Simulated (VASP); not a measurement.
AlH2, 6 atoms in the cell. Symmetry: I4_1/amd, No. 141, tetragonal system. The conventional cell has a = 3.562 Å, b = 3.562 Å, c = 8.952 Å, α = 90.00°, β = 90.00°, γ = 90.00°. Al (site symmetry -4m2) has 6 H at 1.82 to 1.85 Å within 2.4 Å. Within 2.4 Å of H (site symmetry 2mm) lie 3 Al at 1.82 to 1.85 Å and 2 H at 2.30 Å. 

| Property | Result |
| --- | --- |
| Program | VASP 6.6.1 |
| Task | relaxation of cell and atoms |
| Functional | PBE |
| Potentials or basis | VASP PAW PBE potentials, release 64 (Al, H) |
| Cutoff | 600 eV |
| k mesh | 6 × 6 × 6 |
| Occupations | gaussian, width 0.1 eV |
| Spin | no spin polarisation |
| Dipole correction | no |
| Further INCAR settings | ALGO = Normal; EDIFF = 1e-07; IBRION = 2; EDIFFG = -0.04; NSW = 90; ISIF = 3 |

Potentials or basis: VASP PAW PBE potentials, release 64 (Al, H).

The run is started by

```sh
$ cat potpaw_PBE.64/Al/POTCAR potpaw_PBE.64/H/POTCAR > POTCAR
$ mpirun -np 1 vasp_std > vasp.out
```

Hardware: 1 thread of Intel Xeon 8259CL, on a shared host.

How long does it take, and how much memory?

Wall time 3 min on 1 thread of Intel Xeon 8259CL (shared host), peak memory 0.26 GiB. Counts: scf iterations 35, k points 30, ion steps 4.
